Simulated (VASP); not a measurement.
Wanted: the native input for a VASP 6.6.1 run.

```
Task                   : single point
Functional             : PBE
Potentials or basis    : VASP PAW PBE potentials, release 64 (W_sv, O, Zn)
Cutoff                 : 520 eV
k mesh                 : 1 × 1 × 1
Occupations            : fermi-dirac, width 0.05 eV
Spin                   : no spin polarisation
Dipole correction      : no
Further INCAR settings : LREAL = Auto; ALGO = Normal; EDIFF = 1e-06; NBANDS = 90; ISYM = 0
```

The structure of ZnWO4 lies in POSCAR:

```
ZnWO4
1.0
    6.3295770000      0.1311510000     -0.0352210000
    0.1311510000      5.9276150000     -0.0312300000
   -0.0352210000     -0.0312300000      6.2590500000
W O Zn
3 12 3
Direct
    0.6409574595      0.6537914500      0.8237981914
    0.6618250820      0.5058018077      0.3269421608
    0.3696212773      0.9562956524      0.2705620732
    0.6995704561      0.3803913500      0.5840485685
    0.1923356487     -0.0009199630      1.0583357736
    1.1289173955      0.2823718835      0.7856374487
    0.9560976791      0.4910621502      0.2830462430
    0.4968141486      0.2142741133      0.2955530107
    0.3546062126      0.6181753427      0.2300798366
    0.6113234498      0.8631214845      0.0241927620
    0.9057124392      0.7362874878      0.7350576135
    0.1731668055      0.0111314703      0.4636589808
    0.6394943607      0.7986860928      0.4345497476
    0.3661028431      0.7098720822      0.7179685117
    0.6616225838      0.4142820544      0.0041621392
    0.1818870859      0.4328021897      1.0304010445
    0.1273365066      0.9569706543      0.7662156577
    0.1081388234      0.4602972313      0.5430127320
```

These files were run (other wordings do the same):

INCAR

```
SYSTEM = ZnWO4
ALGO = Normal
EDIFF = 1E-6
ENCUT = 520
GGA = PE
ISIF = 2
ISMEAR = -1
ISYM = 0
LASPH = .True.
LCHARG = .False.
LREAL = Auto
LWAVE = .False.
NBANDS = 90
NELM = 100
PREC = Accurate
SIGMA = 0.05
```

KPOINTS

```
k-points
0
Gamma
  1 1 1
  0 0 0
```

Potentials or basis: VASP PAW PBE potentials, release 64 (W_sv, O, Zn).

Run with:

```console
$ cat potpaw_PBE.64/W_sv/POTCAR potpaw_PBE.64/O/POTCAR potpaw_PBE.64/Zn/POTCAR > POTCAR
$ mpirun -np 1 vasp_gam > vasp.out
```

Results of the run:

- Pressure: 7.9 GPa
- Largest force: 2.855 eV/Å
- Band gap on the k mesh: 2.51 eV

Caveat: the k points lie up to 1.06 Å⁻¹ apart; spin-orbit coupling is left out, which moves the levels of the heavy elements.

Wall time 31 s on 1 thread of AMD EPYC 9R45 96-Core Processor (Zen 5), with other jobs on the host, peak memory 0.28 GiB.
